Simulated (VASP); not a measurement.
TiCo, 4 atoms in the cell. The structure is cubic, space group Pm-3m (No. 221). The conventional cell has a = 2.987 Å, b = 2.987 Å, c = 2.987 Å, α = 90.00°, β = 90.00°, γ = 90.00°. Ti (site symmetry m-3m) has 8 Co at 2.59 Å and 6 Ti at 2.99 Å within 3.4 Å. Co (site symmetry m-3m) has 8 Ti at 2.59 Å and 6 Co at 2.99 Å within 3.4 Å. 

* Program: VASP 6.6.1
* Task: single point
* Functional: r2SCAN
* Potentials or basis: VASP PAW PBE potentials, release 64 (Ti_sv, Co)
* Cutoff: 520 eV
* k mesh: 10 × 10 × 10
* Occupations: gaussian, width 0.05 eV
* Spin: collinear spin, ferromagnetic start
* Starting moments: [0.0, 0.0, 1.5, 1.5] μB
* Dipole correction: no
* Further INCAR settings: ALGO = Normal; EDIFF = 1e-06; NBANDS = 33

Potentials or basis: VASP PAW PBE potentials, release 64 (Ti_sv, Co).

The run is started by

```bash
$ cat potpaw_PBE.64/Ti_sv/POTCAR potpaw_PBE.64/Co/POTCAR > POTCAR
$ cp INCAR.step1 INCAR
$ mpirun -np 1 vasp_std > vasp.out
$ cp INCAR.step2 INCAR
$ mpirun -np 1 vasp_std > vasp.out
```

Hardware: 1 thread of Intel(R) Xeon(R) Platinum 8488C (Sapphire Rapids) (shared host).

Q: How long does it take, and how much memory?

A: Run time: 7 min on 1 thread of Intel(R) Xeon(R) Platinum 8488C (Sapphire Rapids), on a shared host, peak memory 0.3 GiB. Counts: k points 47.
